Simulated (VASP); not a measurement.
## SnO2: single point with r2SCAN

SnO2:

```
Sn O
1.0
     4.95100    0.00000    0.00000
     0.00000    4.95100    0.00000
     0.00000    0.00000    3.12549
Sn O
2 4
Direct
  0.00000 0.00000 0.00000
  0.50000 0.50000 0.50000
  0.30725 0.30725 0.00000
  0.19275 0.80725 0.50000
  0.80725 0.19275 0.50000
  0.69275 0.69275 0.00000
```

This cell differs from its parent crystal: epitaxial xy strain +4.0%.

* Program: VASP 6.6.1
* Task: single point
* Functional: r2SCAN
* Potentials or basis: VASP PAW PBE potentials, release 64 (Sn_d, O)
* Cutoff: 520 eV
* k mesh: 6 × 6 × 8
* Occupations: gaussian, width 0.01 eV
* Spin: no spin polarisation

The pressure is -6.3 GPa and the largest force is 0.061 eV/Å. The band gap on the k mesh is 1.44 eV.

Forces on the atoms (eV/Å):
```
Sn   0.000  0.000  0.000
Sn   0.000  0.000  0.000
O   -0.043 -0.043  0.000
O    0.043 -0.043  0.000
O   -0.043  0.043  0.000
O    0.043  0.043  0.000
```

Stress tensor (GPa, compression positive):
```
-10.22   0.00   0.00
  0.00 -10.22   0.00
  0.00   0.00   1.46
```

Levels at points of the mesh, in eV from the valence-band top:
```tsv
k point	band 23	band 24	band 25	band 26	band 27	band 28	band 29	band 30
(0.00, 0.00, 0.00)	-1.06	-0.80	-0.80	0.00	1.44	6.82	7.18	7.18
(0.50, 0.00, 0.00)	-1.02	-1.02	-0.66	-0.66	4.50	4.50	7.97	7.97
(0.50, 0.50, 0.00)	-1.11	-1.11	-0.96	-0.96	5.02	5.02	8.13	8.13
(0.00, 0.00, 0.50)	-1.48	-1.48	-1.19	-1.19	6.32	6.32	9.94	9.94
(0.50, 0.00, 0.50)	-1.05	-1.05	-0.82	-0.82	6.52	6.52	8.06	8.06
(0.50, 0.50, 0.50)	-0.96	-0.96	-0.86	-0.86	5.01	5.01	9.26	9.26
```

Run time: 7.8 min on 1 thread of Intel Xeon 8259CL, with other jobs on the host, peak memory 0.27 GiB.

Caveat: the cell differs from its parent crystal (epitaxial xy strain +4.0%); the cell stands under tension; the PAW data sets were made with another functional, which shifts forces and pressure a little; spin-orbit coupling is left out, which moves the levels of the heavy elements.
